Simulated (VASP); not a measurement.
Here is a VASP 6.6.1 calculation.

The input POSCAR:

```
C
1.0
    7.1076060000      0.0000000000      0.0000000000
    0.0000000000      7.1076060000      0.0000000000
    0.0000000000      0.0000000000      7.1076060000
C
64
Direct
    0.0000000000      0.0000000000      0.0000000000
    0.0000000000      0.0000000000      0.5000000000
    0.0000000000      0.5000000000      0.0000000000
    0.0000000000      0.5000000000      0.5000000000
    0.5000000000      0.0000000000      0.0000000000
    0.5000000000      0.0000000000      0.5000000000
    0.5000000000      0.5000000000      0.0000000000
    0.5000000000      0.5000000000      0.5000000000
    0.1250000000      0.1250000000      0.1250000000
    0.1250000000      0.1250000000      0.6250000000
    0.1250000000      0.6250000000      0.1250000000
    0.1250000000      0.6250000000      0.6250000000
    0.6250000000      0.1250000000      0.1250000000
    0.6250000000      0.1250000000      0.6250000000
    0.6250000000      0.6250000000      0.1250000000
    0.6250000000      0.6250000000      0.6250000000
    0.2500000000      0.2500000000      0.0000000000
    0.2500000000      0.2500000000      0.5000000000
    0.2500000000      0.7500000000      0.0000000000
    0.2500000000      0.7500000000      0.5000000000
    0.7500000000      0.2500000000      0.0000000000
    0.7500000000      0.2500000000      0.5000000000
    0.7500000000      0.7500000000      0.0000000000
    0.7500000000      0.7500000000      0.5000000000
    0.3750000000      0.3750000000      0.1250000000
    0.3750000000      0.3750000000      0.6250000000
    0.3750000000      0.8750000000      0.1250000000
    0.3750000000      0.8750000000      0.6250000000
    0.8750000000      0.3750000000      0.1250000000
    0.8750000000      0.3750000000      0.6250000000
    0.8750000000      0.8750000000      0.1250000000
    0.8750000000      0.8750000000      0.6250000000
    0.2500000000      0.0000000000      0.2500000000
    0.2500000000      0.0000000000      0.7500000000
    0.2500000000      0.5000000000      0.2500000000
    0.2500000000      0.5000000000      0.7500000000
    0.7500000000      0.0000000000      0.2500000000
    0.7500000000      0.0000000000      0.7500000000
    0.7500000000      0.5000000000      0.2500000000
    0.7500000000      0.5000000000      0.7500000000
    0.3750000000      0.1250000000      0.3750000000
    0.3750000000      0.1250000000      0.8750000000
    0.3750000000      0.6250000000      0.3750000000
    0.3750000000      0.6250000000      0.8750000000
    0.8750000000      0.1250000000      0.3750000000
    0.8750000000      0.1250000000      0.8750000000
    0.8750000000      0.6250000000      0.3750000000
    0.8750000000      0.6250000000      0.8750000000
    0.0000000000      0.2500000000      0.2500000000
    0.0000000000      0.2500000000      0.7500000000
    0.0000000000      0.7500000000      0.2500000000
    0.0000000000      0.7500000000      0.7500000000
    0.5000000000      0.2500000000      0.2500000000
    0.5000000000      0.2500000000      0.7500000000
    0.5000000000      0.7500000000      0.2500000000
    0.5000000000      0.7500000000      0.7500000000
    0.1250000000      0.3750000000      0.3750000000
    0.1250000000      0.3750000000      0.8750000000
    0.1250000000      0.8750000000      0.3750000000
    0.1250000000      0.8750000000      0.8750000000
    0.6250000000      0.3750000000      0.3750000000
    0.6250000000      0.3750000000      0.8750000000
    0.6250000000      0.8750000000      0.3750000000
    0.6250000000      0.8750000000      0.8750000000
```

File INCAR.step1:

```
SYSTEM = C
PREC = Accurate
ENCUT = 520
ISMEAR = -1
SIGMA = 0.05
LREAL = Auto
LASPH = .True.
NELM = 60
NBANDS = 166
GGA = PE
ALGO = Normal
EDIFF = 1E-4
LWAVE = .True.
LCHARG = .False.
```

File INCAR.step2:

```
SYSTEM = C
PREC = Accurate
ENCUT = 520
EDIFF = 1E-6
ISMEAR = -1
SIGMA = 0.05
LREAL = Auto
LASPH = .True.
NELM = 60
ALGO = Normal
ISIF = 2
LWAVE = .False.
LCHARG = .True.
METAGGA = R2SCAN
LMIXTAU = .True.
LELF = .True.
LVHAR = .True.
NBANDS = 166
ISTART = 1
```

File KPOINTS:

```
Automatic mesh
0
Gamma
  1 1 1
  0 0 0
```

Potentials or basis: VASP PAW PBE potentials, release 64 (C).

Run with:

```console
$ cat potpaw_PBE.64/C/POTCAR > POTCAR
$ cp INCAR.step1 INCAR
$ mpirun -np 1 vasp_gam > vasp.out
$ cp INCAR.step2 INCAR
$ mpirun -np 1 vasp_gam > vasp.out
```

Problem. Predict the band gap on the k mesh.

Solution. 4.65 eV.

Problem. Predict the pressure.

Solution. 6.3 GPa.

Caveat: the k points lie up to 0.88 Å⁻¹ apart; the PAW data sets were made with another functional, which shifts forces and pressure a little; an odd mesh through Γ misses points on the zone boundary, where band edges can lie.
